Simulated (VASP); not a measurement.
The system is CaSe.

```
Ca Se
1.0
     0.00000    3.30000    3.30000
     3.30000    0.00000    3.30000
     3.30000    3.30000    0.00000
Ca Se
1 1
Direct
  0.00000 0.00000 0.00000
  0.75000 0.75000 0.75000
```

```yaml
Program: VASP 6.6.1
Task: relaxation of cell and atoms
Functional: BLYP
Dispersion: D3(BJ)
Potentials_or_basis: VASP PAW PBE potentials, release 64 (Ca_sv, Se)
Cutoff: 600 eV
k_mesh: 6 × 6 × 6
Occupations: gaussian, width 0.01 eV
Spin: no spin polarisation
```

At the start: pressure -1.9 GPa; volume 35.94 Å³/atom.

**Question.** Where does the relaxation end?

**Answer.** Over 3 steps the energy falls by 12.4 meV/atom and the volume is 33.90 Å³/atom (-5.7 %); space group F-43m (No. 216, to 0.1 Å) before and after.

The path:
| step | energy change (eV) | largest force (eV/Å) | pressure (GPa) | volume (Å³) |
| --- | --- | --- | --- | --- |
| 1 | 0.0000 | 0.0000 | -1.88 | 71.87 |
| 2 | -0.0248 | 0.0000 | 0.13 | 67.57 |
| 3 | -0.0249 | 0.0000 | 0.01 | 67.81 |

Final structure:
```
Ca Se
1.0
     0.00000    3.23658    3.23658
     3.23658    0.00000    3.23658
     3.23658    3.23658    0.00000
Ca Se
1 1
Direct
  0.00000 0.00000 0.00000
  0.75000 0.75000 0.75000
```

Caveat: the PAW data sets were made with another functional, which shifts forces and pressure a little.
